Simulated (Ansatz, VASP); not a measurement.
MoRu5 in VASP and in Ansatz

```
Mo Ru
1.0
     4.75443    0.00000    0.00000
    -2.37721    4.11745    0.00000
     0.00000    0.00000    4.31633
Mo Ru
1 5
Direct
  0.00000 0.00000 0.00000
  0.33333 0.66667 0.00000
  0.66667 0.33333 0.00000
  0.66152 0.66152 0.50000
  0.33848 0.00000 0.50000
  0.00000 0.33848 0.50000
```

Alike in both runs: functional PBE; k mesh 12 × 12 × 10; occupations gaussian, width 0.1 eV; no spin polarisation.

Ansatz relaxed the structure, and its values are those at the end. VASP's run is a single point on that final structure, the one shown.

|  | VASP | Ansatz |
| --- | --- | --- |
| version | VASP 6.6.1 | Ansatz 0.2.0 |
| potentials or method | VASP PAW PBE potentials, release 64 (Mo_sv, Ru_pv), cutoff 520 eV | scalar-relativistic, plane waves, PAW |
| valence electrons in the cell | 84 | 94 |

|  | VASP | Ansatz | Ansatz less VASP |
| --- | --- | --- | --- |
| gap on the k mesh at the Fermi level (eV) | none | none | - |
| pressure (GPa) | 0.0 | 0.0 | -0.03 |

A gap of «none» marks a metal or a gap that the smearing closes. VASP's potentials hold 84 valence electrons a cell and Ansatz's 94, so a difference there can come from the potentials and not from the codes.
